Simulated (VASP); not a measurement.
A run of VASP 6.6.1 is set up as follows.

File INCAR:

```
PREC = Accurate ; ENCUT = 520
EDIFF = 1E-7 ; ISMEAR = 0
SIGMA = 0.05 ; LREAL = Auto
LASPH = True ; NELM = 150
ALGO = Normal ; ISIF = 2
LWAVE = False ; LCHARG = True
ISPIN = 2 ; MAGMOM = 0 0 0 0 0 0 0 0 0 0 0 0 0 0 0 0 0 0 0 0 0 0 0
LORBIT = 11 ; GGA = PE
IVDW = 12 ; LELF = True
LVHAR = True ; NELECT = 201.0
NBANDS = 122
```

The input KPOINTS:

```
Automatic mesh
0
Gamma
  2 2 2
```

Contents of POSCAR:

```
Sn8O15
1.0
   -4.7373500000     -4.7373500000      0.0000000000
    4.7373500000     -4.7373500000      0.0000000000
    0.0000000000      0.0000000000      6.3728000000
Sn O
8 15
Direct
    0.5010582921      0.4991850929     -0.0015566156
    0.0009009256      0.4938790674      0.2495901331
    0.5011569759      0.4997038429      0.5000811260
    0.0012919670      0.5086621212      0.7495600050
    0.0013415728     -0.0055772742      0.0052178007
    0.5012495382      0.0029477450      0.2492910495
    0.0011368170     -0.0046556619      0.4945141853
    0.5010518539      0.0005775381      0.7492555862
    0.1935533579      0.4869982163     -0.0039938489
    0.0004023346      0.1910734905      0.2494179952
    0.8086476617      0.4885676591     -0.0043764123
    0.0022241337      0.7988021784      0.2500629237
    0.1936591132      0.4870034935      0.5032034584
    0.8086129376      0.4889705215      0.5032408047
    0.0021455033      0.8119372645      0.7495700477
    0.6982261180      0.0050630627     -0.0028980982
    0.5003552619      0.6964064298      0.2491597100
    0.3043543331      0.0064130790     -0.0029359151
    0.5025271513      0.3072838190      0.2494846849
    0.6978723337      0.0046052118      0.5016267575
    0.5001240145      0.6956605486      0.7494019897
    0.3043296358      0.0065203120      0.5013648632
    0.5021240778      0.3053915164      0.7491934472
```

Potentials or basis: VASP PAW PBE potentials, release 64 (Sn_d, O).

Command:

```sh
$ cat potpaw_PBE.64/Sn_d/POTCAR potpaw_PBE.64/O/POTCAR > POTCAR
$ mpirun -np 1 vasp_std > vasp.out
```

Task: Estimate the net moment.

Result: 0.00 μB per cell.

Task: Estimate the largest force.

Result: 0.109 eV/Å.

Task: Predict the dispersion energy per atom.

Result: -0.223 eV.

Forces on the atoms (eV/Å):
```
Sn   0.003 -0.001 -0.001
Sn   0.004 -0.019 -0.001
Sn  -0.001  0.019  0.012
Sn  -0.081  0.070 -0.018
Sn   0.039 -0.010 -0.048
Sn   0.008 -0.009 -0.004
Sn   0.014 -0.011  0.040
Sn  -0.005 -0.021  0.012
O   -0.009 -0.016 -0.014
O    0.003 -0.001  0.002
O    0.018  0.000  0.010
O    0.007  0.013 -0.011
O   -0.005 -0.006  0.001
O    0.005  0.004  0.008
O    0.024 -0.025  0.004
O    0.002  0.010 -0.003
O    0.008 -0.011 -0.003
O    0.002 -0.006  0.015
O    0.002  0.010 -0.008
O   -0.017 -0.017 -0.008
O   -0.002  0.002  0.007
O   -0.002  0.003  0.006
O   -0.016  0.020  0.000
```

Caveat: the k points lie up to 0.49 Å⁻¹ apart; the cell carries a net charge on a neutralising background, which shifts energy and pressure; no moment was typed at the start, so none could form.
